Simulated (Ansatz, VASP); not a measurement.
# GaIr3: VASP beside Ansatz

```
Ga Ir
1.0
     2.72970   -3.71848    0.00000
     2.72970    3.71848    0.00000
     0.00000    0.00000    2.68143
Ga Ir
1 3
Direct
  0.00000 0.00000 0.00000
  0.50000 0.50000 0.00000
  0.00000 0.50000 0.50000
  0.50000 0.00000 0.50000
```

Change from the starting cell: species swapped into the CdPt3 type (Cmmm, No. 65).

Alike in both runs: task single point; functional PBE; k mesh 4 × 4 × 6; occupations gaussian, width 0.1 eV; no spin polarisation.

```csv
,VASP,Ansatz
version,VASP 6.6.1,Ansatz 0.2.0
potentials or method,"VASP PAW PBE potentials, release 64 (Ga_d, Ir), cutoff 520 eV","scalar-relativistic, plane waves, PAW"
valence electrons in the cell,40,64
```

```tsv
	VASP	Ansatz	Ansatz less VASP
gap on the k mesh at the Fermi level (eV)	none	none	-
pressure (GPa)	22.5	21.7	-0.74
traceless stress, the component that is largest in VASP (GPa)	5.38	5.37	-0.009
```

A gap of «none» marks a metal or a gap that the smearing closes. VASP's potentials hold 40 valence electrons a cell and Ansatz's 64, so a difference there can come from the potentials and not from the codes.

The k mesh is coarse, so the values compare programs but aren't converged. Neither program's run includes spin-orbit coupling.
